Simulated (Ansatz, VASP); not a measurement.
AlB3As4: VASP beside Ansatz

```
Al B As
1.0
     3.52218    0.00000    0.00000
    -1.76109    3.05029    0.00000
     0.00000    0.00000   11.95600
Al B As
1 3 4
Direct
  0.33333 0.66667 0.00341
  0.33333 0.66667 0.50202
  0.66667 0.33333 0.26858
  0.66667 0.33333 0.73451
  0.33333 0.66667 0.21138
  0.33333 0.66667 0.67823
  0.66667 0.33333 0.44494
  0.66667 0.33333 0.90894
```

Alike in both runs: functional PBE; k mesh 12 × 12 × 4; occupations gaussian, width 0.1 eV; no spin polarisation.

Ansatz relaxed the structure, and its values are those at the end. VASP's run is a single point on that final structure, the one shown.

```csv
,VASP,Ansatz
version,VASP 6.6.1,Ansatz 0.2.0
potentials or method,"VASP PAW PBE potentials, release 64 (Al, B, As), cutoff 520 eV","scalar-relativistic, plane waves, PAW"
valence electrons in the cell,32,72
```

|  | VASP | Ansatz | Ansatz less VASP |
| --- | --- | --- | --- |
| gap on the k mesh at the Fermi level (eV) | none | none | - |
| pressure (GPa) | 0.4 | 0.0 | -0.40 |
| rms of the force components (eV/Å) | 0.009 | 0.000 | -0.0092 |

A gap of «none» marks a metal or a gap that the smearing closes. VASP's potentials hold 32 valence electrons a cell and Ansatz's 72, so a difference there can come from the potentials and not from the codes.
